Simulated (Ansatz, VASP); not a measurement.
## One calculation of Ca2Pd, two programs

The input INCAR:

```
SYSTEM = Ca2Pd
PREC     = Accurate       ! precision mode
ENCUT    = 520            ! plane-wave cutoff, eV
EDIFF    = 1E-6           ! SCF threshold, eV
ISMEAR   = 0              ! smearing method
SIGMA    = 0.1            ! smearing width, eV
LREAL    = .FALSE.        ! projectors in reciprocal space
LASPH    = .TRUE.         ! aspherical terms in the spheres
NELM     = 60             ! most SCF steps
ALGO     = Normal         ! electronic algorithm
ISIF     = 2              ! what is computed and relaxed
LWAVE    = .FALSE.        ! write WAVECAR
LCHARG   = .FALSE.        ! write CHGCAR
GGA      = PE             ! functional
NBANDS   = 22             ! bands
```

File KPOINTS:

```
Automatic mesh
0
G
  6 6 4
  0 0 0
```

File POSCAR:

```
Ca2Pd
1.0
    4.1383289095      0.0000000000      0.0000000000
   -2.0691644548      3.5838979649      0.0000000000
    0.0000000000      0.0000000000      4.4682953342
Ca Pd
2 1
Direct
    0.3333333333      0.6666666667      0.5000000000
    0.6666666667      0.3333333333      0.5000000000
    0.0000000000      0.0000000000      0.0000000000
```

Input for Ansatz:

```yaml
crystal:
  lattice:
    - [4.1383289095, 0.0, 0.0]
    - [-2.0691644548, 3.5838979649, 0.0]
    - [0.0, 0.0, 4.4682953342]
  atoms:
    - { symbol: Ca, position: [0.3333333333, 0.6666666667, 0.5] }
    - { symbol: Ca, position: [0.6666666667, 0.3333333333, 0.5] }
    - { symbol: Pd, position: [0.0, 0.0, 0.0] }
basis:
  ecutwfc: 420
kpoints:
  mp_grid: { grid: [6, 6, 4] }
hamiltonian:
  xc: pbe
scf:
  occupations: { method: gaussian, width: 0.1 }
  lower_state_search: "off"
output:
  forces: true
  stress: true
  eigenvalues: true
```

Alike in both runs: task single point; functional PBE; k mesh 6 × 6 × 4; occupations gaussian, width 0.1 eV; no spin polarisation.

|  | VASP | Ansatz |
| --- | --- | --- |
| version | VASP 6.6.1 | Ansatz 0.2.0 |
| potentials or method | VASP PAW PBE potentials, release 64 (Ca_sv, Pd), cutoff 520 eV | scalar-relativistic, plane waves, PAW |
| valence electrons in the cell | 30 | 38 |

VASP gave:

| Quantity | Value |
| --- | --- |
| gap on the k mesh at the Fermi level (eV) | none |
| pressure (GPa) | 7.0 |
| traceless stress, the component that is largest in VASP (GPa) | -23.01 |

Q: What did Ansatz give for the same quantities?

A: gap on the k mesh at the Fermi level (eV): none; pressure (GPa): 6.5; traceless stress, the component that is largest in VASP (GPa): -22.56.

A gap of «none» marks a metal or a gap that the smearing closes. The functional is the same, so the differences come from potentials, cutoffs and numerics. VASP's potentials hold 30 valence electrons a cell and Ansatz's 38, so a difference there can come from the potentials and not from the codes.
